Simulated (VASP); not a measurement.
# Na2S (Fm-3m) in VASP: electric field gradients with PBE

Aim: the electric field gradients of Na2S with PBE.

Everything below comes from runs of VASP 6.6.1. Logs are shortened: lines on timing, memory, paths and dates and some standing lists are left out, and cuts for length are marked.

### Step 1. The cell of the first run

Symmetry: Fm-3m, No. 225, cubic system. The conventional cell has a = 6.526 Å, b = 6.526 Å, c = 6.526 Å, α = 90.00°, β = 90.00°, γ = 90.00°. Na (site symmetry -43m) has 4 S at 2.83 Å and 6 Na at 3.26 Å within 3.7 Å. Within 3.7 Å of S (site symmetry m-3m) lie 8 Na at 2.83 Å.

### Step 2. Electric field gradients, PBE

The input, INCAR:

```
SYSTEM = Na2S
ALGO = Normal
EDIFF = 1E-8
ENCUT = 400
GGA = PE
GGA_COMPAT = .False.
ISIF = 2
ISMEAR = -1
LASPH = .True.
LCHARG = .False.
LEFG = .True.
LREAL = .False.
LWAVE = .False.
NBANDS = 17
NELM = 120
PREC = Accurate
SIGMA = 0.02
```

The input, KPOINTS:

```
k-points
0
Gamma
  8 8 8
  0 0 0
```

The input, POSCAR:

```
Na2S
1.0
    0.0000000000      3.2630000000      3.2630000000
    3.2630000000      0.0000000000      3.2630000000
    3.2630000000      3.2630000000      0.0000000000
Na S
2 1
Direct
    0.2500000000      0.2500000000      0.2500000000
    0.7500000000      0.7500000000      0.7500000000
    0.0000000000      0.0000000000      0.0000000000
```

Potentials or basis: VASP PAW PBE potentials, release 64 (Na_pv, S).

Launch:

```console
cat potpaw_PBE.64/Na_pv/POTCAR potpaw_PBE.64/S/POTCAR > POTCAR
mpirun -np 1 vasp_std > vasp.out
```

OUTCAR:

```text
SYSTEM = Na2S
   EDIFF = 1E-8
   ENCUT = 400
   GGA = PE
   ISIF = 2
   ISMEAR = -1
   LASPH = .True.
   LREAL = .False.
   NELM = 120
   PREC = Accurate

 ion  position               nearest neighbor table
   1  0.250  0.250  0.250-
   2  0.750  0.750  0.750-
   3  0.000  0.000  0.000-

  LATTYP: Found a face centered cubic cell.
 ALAT       =     6.5260000000

  Lattice vectors:

 A1 = (   0.0000000000,   3.2630000000,   3.2630000000)
 A2 = (   3.2630000000,   0.0000000000,   3.2630000000)
 A3 = (   3.2630000000,   3.2630000000,   0.0000000000)

Analysis of symmetry for initial positions (statically):
=====================================================================
 Subroutine PRICEL returns:
 Original cell was already a primitive cell.

 Routine SETGRP: Setting up the symmetry group for a
 face centered cubic supercell.

 Subroutine GETGRP returns: Found 48 space group operations
 (whereof 48 operations were pure point group operations)
 out of a pool of 48 trial point group operations.

The static configuration has the point symmetry O_h .

Analysis of symmetry for dynamics (positions and initial velocities):
=====================================================================
 Subroutine PRICEL returns:
 Original cell was already a primitive cell.

 Routine SETGRP: Setting up the symmetry group for a
 face centered cubic supercell.

 Subroutine GETGRP returns: Found 48 space group operations
 (whereof 48 operations were pure point group operations)
 out of a pool of 48 trial point group operations.

The dynamic configuration has the point symmetry O_h .

 Subroutine INISYM returns: Found 48 space group operations
 (whereof 48 operations are pure point group operations),
 and found     1 'primitive' translations

----------------------------------------------------------------------------------------

                                     Primitive cell

  volume of cell :      69.4834

  direct lattice vectors                    reciprocal lattice vectors
[... 120 lines left out ...]
 non-spin polarized calculation
  energy-cutoff  :      400.00
  volume of cell :       69.48
 maximum number of plane-waves:      1283
   NGX = 15   NGY = 15   NGZ = 15

 number of electron      19.9999969 magnetization

 Free energy of the ion-electron system (eV)
  ---------------------------------------------------
  ext. energy  EPLUGINS =         0.00000000
  ---------------------------------------------------
  free energy    TOTEN  =        -9.97312523 eV

  energy without entropy =       -9.97312523  energy(sigma->0) =       -9.97312523

 E-fermi :   0.7414     XC(G=0):  -7.8490

 val. band max:        0.2177884524   @ k =   0.0000   0.0000   0.0000
 cond. band min:       2.7244195077   @ k =   0.0000   0.0000   0.0000
 fundamental gap:      2.5066310553
 Fermi energy:         0.7413593472

 k-point     1 :       0.0000    0.0000    0.0000
  band No.  band energies     occupation
      1     -22.0066      2.00000
      2     -22.0066      2.00000
      3     -22.0066      2.00000
      4     -21.9516      2.00000
      5     -21.9516      2.00000
      6     -21.9516      2.00000
[... 457 lines left out ...]
      4     -21.9815      2.00000
      5     -21.9532      2.00000
      6     -21.9522      2.00000
[... 9 lines left out ...]
     16      10.8990      0.00000
     17      12.1744      0.00000

 [... further k-points ...]
[... 5 lines left out ...]
  --------------------------------------------------------------------------------------
  -------------------------------------------------------------------------------------
  Total        0.1736132      0.1736132      0.1736132      0.0000000      0.0000000      0.0000000
  in kB        4.0032451      4.0032451      4.0032451      0.0000000      0.0000000      0.0000000
  external PRESSURE =       4.0032451 kB  Pullay stress =       0.0000000 kB

 VOLUME and BASIS-vectors are now :
 -----------------------------------------------------------------------------
  energy-cutoff  :      400.00
  volume of cell :       69.48
      direct lattice vectors                 reciprocal lattice vectors
     0.000000000  3.263000000  3.263000000    -0.153233221  0.153233221  0.153233221
     3.263000000  0.000000000  3.263000000     0.153233221 -0.153233221  0.153233221
     3.263000000  3.263000000  0.000000000     0.153233221  0.153233221 -0.153233221

 POSITION                                       TOTAL-FORCE (eV/Angst)
 -----------------------------------------------------------------------------------
      1.63150      1.63150      1.63150        -0.000000     -0.000000     -0.000000
      4.89450      4.89450      4.89450         0.000000      0.000000      0.000000
      0.00000      0.00000      0.00000         0.000000     -0.000000      0.000000
 -----------------------------------------------------------------------------------
    total drift:                                0.000000     -0.000000      0.000000

  FREE ENERGIE OF THE ION-ELECTRON SYSTEM (eV)
  ---------------------------------------------------
  free  energy   TOTEN  =        -9.9731252263 eV

  energy  without entropy=       -9.9731252263  energy(sigma->0) =       -9.97312523

 Electric field gradients (V/A^2)
---------------------------------------------------------------------
 ion       V_xx      V_yy      V_zz      V_xy      V_xz      V_yz
---------------------------------------------------------------------
   1      -0.000     0.000    -0.000    -0.001    -0.001    -0.001
   2      -0.000     0.000    -0.000    -0.001    -0.001    -0.001
   3      -0.000     0.000     0.000    -0.001    -0.001    -0.001
---------------------------------------------------------------------

 Electric field gradients after diagonalization (V/A^2)
 (convention: |V_zz| > |V_xx| > |V_yy|)
----------------------------------------------------------------------
 ion       V_xx      V_yy      V_zz     asymmetry (V_yy - V_xx)/ V_zz
----------------------------------------------------------------------
   1       0.001     0.001    -0.001       0.000
   2       0.001     0.001    -0.001       0.000
   3       0.001     0.001    -0.002       0.000
----------------------------------------------------------------------

           NMR quadrupolar parameters

 Cq : quadrupolar parameter    Cq=e*Q*V_zz/h
 eta: asymmetry parameters     (V_yy - V_xx)/ V_zz
 Q  : nuclear electric quadrupole moment in mb (millibarn)
----------------------------------------------------------------------
 ion       Cq(MHz)       eta       Q (mb)
----------------------------------------------------------------------
   1      -0.000       0.000       1.000
   2      -0.000       0.000       1.000
   3      -0.000       0.000       1.000
----------------------------------------------------------------------
```

stdout:

```text
POSCAR found type information on POSCAR NaS
 POSCAR found :  2 types and       3 ions
 scaLAPACK will be used
 LDA part: xc-table for (Slater+PW92), standard interpolation
 POSCAR, INCAR and KPOINTS ok, starting setup
 FFT: planning ... GRIDC
 FFT: planning ... GRID_SOFT
 FFT: planning ... GRID
 WAVECAR not read
 entering main loop
ion   1

ion   2

ion   3
```

Wall time 42 s (1 thread of Intel Xeon 8259CL, shared host); peak memory 0.17 GiB.

What came out:

```
Free energy            : -9.9731 eV
Pressure               : 0.4 GPa
Band gap on the k mesh : 2.51 eV, direct
```

Caveat: without QUAD_EFG the Cq values of the log hold for a quadrupole moment of 1 mb, not for the nuclei. Expect the measured gap to be larger: semilocal functionals such as PBE lack the derivative discontinuity.
